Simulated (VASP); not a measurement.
A run of VASP 6.6.1:

INCAR

```
SYSTEM = LuAlN2
PREC     = Accurate       ! precision mode
ENCUT    = 520            ! plane-wave cutoff, eV
EDIFF    = 1E-6           ! SCF threshold, eV
ISMEAR   = -1             ! smearing method
SIGMA    = 0.02           ! smearing width, eV
LREAL    = .FALSE.        ! projectors in reciprocal space
LASPH    = .TRUE.         ! aspherical terms in the spheres
NELM     = 100            ! most SCF steps
ALGO     = Normal         ! electronic algorithm
ISIF     = 2              ! what is computed and relaxed
LWAVE    = .FALSE.        ! write WAVECAR
LCHARG   = .FALSE.        ! write CHGCAR
GGA      = PE             ! functional
NBANDS   = 27             ! bands
```

The input KPOINTS:

```
Automatic mesh
0
G
  8 8 6
  0 0 0
```

Contents of POSCAR:

```
LuAlN2
1.0
    3.1925457729      0.0000000000      0.0000000000
    0.0000000000      3.1925457729      0.0000000000
    0.0000000000      0.0000000000      4.5123089797
Al N Lu
1 2 1
Direct
    0.0000000000      0.0000000000      0.0000000000
    0.0000000000      0.0000000000      0.5000000000
    0.5000000000      0.5000000000      0.0000000000
    0.5000000000      0.5000000000      0.5000000000
```

Potentials or basis: VASP PAW PBE potentials, release 64 (Al, N, Lu).

The run is started by

```bash
$ cat potpaw_PBE.64/Al/POTCAR potpaw_PBE.64/N/POTCAR potpaw_PBE.64/Lu/POTCAR > POTCAR
$ mpirun -np 1 vasp_std > vasp.out
```

Hardware: 1 thread of Intel(R) Xeon(R) Platinum 8259CL CPU @ 2.50GHz (Skylake/Cascade Lake) (shared host).

How long does it take, and how much memory?

It took 47 s on 1 thread of Intel(R) Xeon(R) Platinum 8259CL CPU @ 2.50GHz (Skylake/Cascade Lake), on a shared host, peak memory 0.21 GiB. Counts: scf iterations 14, k points 60.
